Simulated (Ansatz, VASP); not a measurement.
# One calculation of Lu3F2, two programs

```
Lu F
1.0
     3.70263    0.00000    0.00000
    -1.85131    3.20657    0.00000
     0.00000    0.00000    9.38091
Lu F
3 2
Direct
  0.66667 0.33333 0.17673
  0.66667 0.33333 0.82327
  0.00000 0.00000 0.50000
  0.00000 0.00000 0.00000
  0.33333 0.66667 0.50000
```

Change from the starting cell: species swapped into the Co3Ge2 type (P-6m2, No. 187).

Alike in both runs: functional PBE; k mesh 6 × 6 × 4; occupations gaussian, width 0.1 eV; no spin polarisation.

Ansatz relaxed the structure, and its values are those at the end. VASP's run is a single point on that final structure, the one shown.

```csv
,VASP,Ansatz
version,VASP 6.6.1,Ansatz 0.2.0
potentials or method,"VASP PAW PBE potentials, release 64 (Lu, F), cutoff 520 eV","scalar-relativistic, plane waves, PAW"
valence electrons in the cell,89,89
```

|  | VASP | Ansatz | Ansatz less VASP |
| --- | --- | --- | --- |
| gap on the k mesh at the Fermi level (eV) | none | none | - |
| pressure (GPa) | 0.2 | 0.0 | -0.23 |
| rms of the force components (eV/Å) | 0.014 | 0.012 | -0.0024 |

A gap of «none» marks a metal or a gap that the smearing closes. With one functional, cell and mesh, what is left measures potentials, basis and numerics.

Spin-orbit coupling is off throughout.
